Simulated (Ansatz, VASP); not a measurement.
**One calculation of Zn, two programs**

```xyz
4
Lattice="2.6814 0.0000 0.0000 -1.3407 2.3222 0.0000 0.0000 0.0000 10.0125" Properties=species:S:1:pos:R:3 pbc="T T T"
Zn    0.0000    0.0000   10.0125
Zn   -1.3407    2.3222    5.0062
Zn    0.0000    1.5481    2.5031
Zn    1.3407    0.7741    7.5094
```

Alike in both runs: task single point; functional r2SCAN; k mesh 16 × 16 × 4; occupations fermi-dirac, width 0.1 eV; no spin polarisation.

```csv
,VASP,Ansatz
version,VASP 6.6.1,Ansatz 0.2.0
potentials or method,"VASP PAW PBE potentials, release 64 (Zn), cutoff 520 eV","plane waves (500 eV) with PAW, scalar-relativistic"
valence electrons in the cell,48,48
```

VASP gave:

- pressure (GPa): -5.3
- traceless stress, the component that is largest in VASP (GPa): 1.13

Which values does Ansatz return?

Pressure (GPa): -5.7; traceless stress, the component that is largest in VASP (GPa): 1.24.

VASP's potentials were made for PBE, not for r2SCAN.
